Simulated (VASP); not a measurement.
BeS: single point with r2SCAN

Crystal: BeS.

```
CELL_PARAMETERS angstrom
2.45857 2.45857 0.00000
-2.45857 2.45857 0.00000
0.00000 2.45857 2.41534
ATOMIC_POSITIONS crystal
Be 0.00000 0.00000 0.00000
S 0.75000 0.25000 0.50000
```

This cell differs from its parent crystal: in-plane strain +0.01, then relaxed in part.

| Quantity | Value |
| --- | --- |
| Program | VASP 6.6.1 |
| Task | single point |
| Functional | r2SCAN |
| Potentials or basis | VASP PAW PBE potentials, release 64 (Be, S) |
| Cutoff | 520 eV |
| k mesh | 8 × 8 × 8 |
| Occupations | gaussian, width 0.01 eV |
| Spin | no spin polarisation |
| Dipole correction | no |
| Further INCAR settings | ALGO = Normal; EDIFF = 1e-07; NBANDS = 11 |

```json
{"Pressure": "-0.9 GPa", "Band gap on the k mesh": "3.47 eV (least direct gap 6.20 eV)"}
```

Stress tensor (GPa, compression positive):
```
-1.45  0.00  0.00
 0.00 -1.45  0.00
 0.00  0.00  0.24
```

Levels at points of the mesh, in eV from the valence-band top:
```csv
k point,band 1,band 2,band 3,band 4,band 5,band 6,band 7,band 8,band 9
"(0.00, 0.00, 0.00)",-14.20,-0.09,-0.09,0.00,6.20,6.22,6.22,6.41,13.12
"(0.50, 0.00, 0.00)",-12.58,-5.87,-1.17,-1.01,5.93,7.00,7.19,11.88,15.43
"(0.50, 0.50, 0.00)",-12.06,-5.17,-2.66,-2.63,3.61,5.40,13.53,13.65,16.30
"(0.00, 0.00, 0.50)",-11.98,-5.05,-2.79,-2.79,3.47,5.23,13.61,13.61,16.53
```

Wall time 120 s on 1 thread of Intel(R) Xeon(R) Platinum 8375C CPU @ 2.90GHz (Ice Lake), with other jobs on the host, peak memory 0.16 GiB.

Caveat: the cell differs from its parent crystal (in-plane strain +0.01, then relaxed in part); the PAW data sets were made with another functional, which shifts forces and pressure a little. A k mesh can miss the band edges.
